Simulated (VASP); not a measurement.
Crystal: ZrCu.

```xyz
2
Lattice="3.2527 0.0000 0.0000 0.0000 3.2527 0.0000 0.0000 0.0000 3.2527" Properties=species:S:1:pos:R:3 pbc="T T T"
Zr    1.6263    1.6263    1.6263
Cu    0.0000    0.0000    0.0000
```

```yaml
Program: VASP 6.6.1
Task: relaxation of cell and atoms
Functional: LDA
Potentials_or_basis: VASP PAW LDA potentials, release 64 (Zr_sv, Cu)
Cutoff: 600 eV
k_mesh: 14 × 14 × 14
Occupations: gaussian, width 0.1 eV
Spin: no spin polarisation
```

At the start: pressure -6.6 GPa; volume 17.21 Å³/atom.

Question: How do energy, volume and symmetry change on relaxing?

Answer: Over 3 steps the energy falls by 19.2 meV/atom and the volume is 16.33 Å³/atom (-5.1 %); space group Pm-3m (No. 221, to 0.1 Å) before and after.

Step by step:
```csv
step,energy change (eV),largest force (eV/Å),pressure (GPa),volume (Å³)
1,0.0000,0.0000,-6.59,34.41
2,0.0006,0.0000,8.02,31.01
3,-0.0383,0.0000,0.00,32.65
```

Final structure:
```xyz
2
Lattice="3.1962 0.0000 0.0000 0.0000 3.1962 0.0000 0.0000 0.0000 3.1962" Properties=species:S:1:pos:R:3 pbc="T T T"
Zr    1.5981    1.5981    1.5981
Cu    0.0000    0.0000    0.0000
```
